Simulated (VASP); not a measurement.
Input of a VASP 6.6.1 run:

File INCAR:

```
SYSTEM = TiB3
PREC = Accurate
ENCUT = 600
EDIFF = 1E-6
ISMEAR = 0
SIGMA = 0.1
LREAL = .FALSE.
LASPH = .TRUE.
NELM = 80
ALGO = Normal
ISIF = 3
LWAVE = .FALSE.
LCHARG = .FALSE.
GGA = PS
IBRION = 2
NSW = 80
EDIFFG = -0.01
```

The input KPOINTS:

```
regular mesh
0
G
  14 14 14
  0 0 0
```

POSCAR

```
TiB3
1.0
    3.1591591234      0.0000000000      0.0000000000
    0.0000000000      3.1591591234      0.0000000000
    0.0000000000      0.0000000000      3.1591591234
Ti B
1 3
Direct
    0.0000000000      0.0000000000      0.0000000000
    0.5000000000      0.5000000000      0.0000000000
    0.5000000000      0.0000000000      0.5000000000
    0.0000000000      0.5000000000      0.5000000000
```

Potentials or basis: VASP PAW PBE potentials, release 64 (Ti_sv, B).

The run is started by

```sh
$ cat potpaw_PBE.64/Ti_sv/POTCAR potpaw_PBE.64/B/POTCAR > POTCAR
$ mpirun -np 1 vasp_std > vasp.out
```

(1) Predict the space group after relaxing (to 0.1 Å).

(2) Predict the relaxed cell.

(3) Estimate the relaxed volume.

(4) What does it give for the band gap on the k mesh?

## Answers

(1) Pm-3m (No. 221).

(2) a = 3.158 Å, b = 3.158 Å, c = 3.158 Å, α = 90.00°, β = 90.00°, γ = 90.00°.

(3) 7.87 Å³/atom.

(4) zero (an odd number of electrons rules out a gap without spin polarisation).

Caveat: the PAW data sets were made with another functional, which shifts forces and pressure a little.
